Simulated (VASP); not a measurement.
# BN (eos): single point with LDA

Crystal: BN (eos).

```
B N
1.0
     0.00000    1.77186    1.77186
     1.77186    0.00000    1.77186
     1.77186    1.77186    0.00000
B N
1 1
Cartesian
  0.0000 0.0000 0.0000
  0.8859 0.8859 0.8859
```

This cell differs from its parent crystal: volume scaled by 0.97.

```json
{
  "Program": "VASP 6.6.1",
  "Task": "single point",
  "Functional": "LDA",
  "Potentials or basis": "VASP PAW LDA potentials, release 64 (B, N)",
  "Cutoff": "600 eV",
  "k mesh": "12 × 12 × 12",
  "Occupations": "gaussian, width 0.02 eV",
  "Spin": "no spin polarisation",
  "Dipole correction": "no",
  "Further INCAR settings": "ALGO = Normal; EDIFF = 1e-06; NBANDS = 11"
}
```

| Item | Value |
| --- | --- |
| Pressure | 14.1 GPa |
| Band gap on the k mesh | 4.41 eV, indirect (least direct gap 8.97 eV) |

Levels at points of the mesh, in eV from the valence-band top:
```
           k point  band 1  band 2  band 3  band 4  band 5  band 6  band 7  band 8  band 9
(0.00, 0.00, 0.00)  -20.76    0.00    0.00    0.00    8.97    8.97    8.97   11.43   25.63
(0.50, 0.00, 0.00)  -16.19  -11.27   -2.06   -2.06   10.89   10.89   11.01   15.62   23.97
(0.50, 0.50, 0.00)  -14.73   -9.28   -5.23   -5.23    4.41    9.48   18.63   18.63   21.55
```

Wall time 5.3 s on 1 thread of Intel(R) Xeon(R) Platinum 8375C CPU @ 2.90GHz (Ice Lake), with other jobs on the host, peak memory 0.12 GiB.

 A k mesh can miss the band edges.
